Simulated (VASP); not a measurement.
# CsBa3: relaxation of cell and atoms with PBEsol

Crystal: CsBa3.

```
Ba Cs
1.0
     0.00000    5.22128    5.22128
     5.22128    0.00000    5.22128
     5.22128    5.22128    0.00000
Ba Cs
3 1
Direct
  0.50000 0.50000 0.50000
  0.75000 0.75000 0.75000
  0.25000 0.25000 0.25000
  0.00000 0.00000 0.00000
```

```yaml
Program: VASP 6.6.1
Task: relaxation of cell and atoms
Functional: PBEsol
Potentials_or_basis: VASP PAW PBE potentials, release 64 (Ba_sv, Cs_sv)
Cutoff: 600 eV
k_mesh: 5 × 5 × 5
Occupations: fermi-dirac, width 0.05 eV
Spin: no spin polarisation
Dipole_correction: no
Further_INCAR_settings: ALGO = Normal; EDIFF = 1e-06; IBRION = 2; EDIFFG = -0.01; NSW = 60; ISIF = 3
```

```
Relaxed volume                        : 65.55 Å³/atom
Relaxed cell                          : a = 7.184 Å, b = 7.184 Å, c = 7.184 Å, α = 60.00°, β = 60.00°, γ = 60.00°
Space group after relaxing (to 0.1 Å) : Fm-3m (No. 225)
Energy gained by relaxing             : 8.8 meV/atom
Ionic steps                           : 4
Pressure after relaxing               : 0.0 GPa
Band gap on the k mesh                : zero (an odd number of electrons rules out a gap without spin polarisation)
```

Step by step:
| step | energy change (eV) | largest force (eV/Å) | pressure (GPa) | volume (Å³) |
| --- | --- | --- | --- | --- |
| 1 | 0.0000 | 0.0000 | -0.47 | 284.68 |
| 2 | -0.0210 | 0.0000 | -0.31 | 276.12 |
| 3 | -0.0349 | 0.0000 | -0.03 | 263.33 |
| 4 | -0.0350 | 0.0000 | 0.00 | 262.21 |

Final structure:
```
CELL_PARAMETERS angstrom
0.00000 5.08013 5.08013
5.08013 0.00000 5.08013
5.08013 5.08013 0.00000
ATOMIC_POSITIONS crystal
Ba 0.50000 0.50000 0.50000
Ba 0.75000 0.75000 0.75000
Ba 0.25000 0.25000 0.25000
Cs 0.00000 0.00000 0.00000
```

Levels at points of the mesh, in eV from the Fermi level:
| k point | band 15 | band 16 | band 17 | band 18 | band 19 | band 20 | band 21 | band 22 | band 23 |
| --- | --- | --- | --- | --- | --- | --- | --- | --- | --- |
| (0.00, 0.00, 0.00) | -9.65 | -9.65 | -2.57 | -0.38 | -0.38 | 0.65 | 0.65 | 0.65 | 0.65 |

Wall time 7.9 min on 1 thread of Intel Xeon 8259CL (shared host), peak memory 0.56 GiB.

Caveat: the PAW data sets were made with another functional, which shifts forces and pressure a little; spin-orbit coupling is left out, which moves the levels of the heavy elements.
